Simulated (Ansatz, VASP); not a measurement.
One calculation of AgCl, two programs

```xyz
2
Lattice="0.0000 2.7238 2.7238 2.7238 0.0000 2.7238 2.7238 2.7238 0.0000" Properties=species:S:1:pos:R:3 pbc="T T T"
Ag    0.0000    0.0000    0.0000
Cl    2.7238    2.7238    2.7238
```

Alike in both runs: task single point; functional HSE06; k mesh 6 × 6 × 6; no spin polarisation.

|  | VASP | Ansatz |
| --- | --- | --- |
| version | VASP 6.6.1 | Ansatz 0.2.0 |
| potentials or method | VASP PAW PBE potentials, release 64 (Ag, Cl), cutoff 520 eV | scalar-relativistic, plane waves, PAW |
| occupations | gaussian, width 0.01 eV | fixed |
| valence electrons in the cell | 18 | 26 |

Ansatz gave:

| Quantity | Value |
| --- | --- |
| gap on the k mesh at the Fermi level (eV) | 2.40 |
| least direct gap on the mesh (eV) | 4.87 |

**Question.** What did VASP give for the same quantities?

**Answer.** gap on the k mesh at the Fermi level (eV): 2.38; least direct gap on the mesh (eV): 4.86.

VASP's potentials hold 18 valence electrons a cell and Ansatz's 26, so a difference there can come from the potentials and not from the codes.
